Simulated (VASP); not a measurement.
The system is KBr.

```
CELL_PARAMETERS angstrom
0.00000 3.68830 3.81186
3.68830 0.00000 3.81186
3.68830 3.68830 0.00000
ATOMIC_POSITIONS crystal
K 0.00000 0.00000 0.00000
Br 0.25000 0.25000 0.25000
```

This cell differs from its parent crystal: uniaxial z strain +3.4%.

Program: VASP 6.6.1. Alike in all runs: task single point; potentials or basis VASP PAW PBE potentials, release 64 (K_sv, Br); no spin polarisation; cell as given; cutoff (eV) 520.

**Question.** Order these runs on this cell by their band gap on the k mesh, lowest first.
A. level PBE; k mesh 6 × 6 × 6; smearing fermi-dirac 0.02 eV
B. level r2SCAN; k mesh 6 × 6 × 6; smearing gaussian 0.01 eV
C. level HSE06; k mesh 4 × 4 × 4; smearing gaussian 0.01 eV; grid for exact exchange (PRECFOCK) Normal; screening parameter 0.2079 1/Å

**Answer.** A (4.21 eV), B (4.78 eV), C (5.31 eV).

A k mesh can miss the band edges.
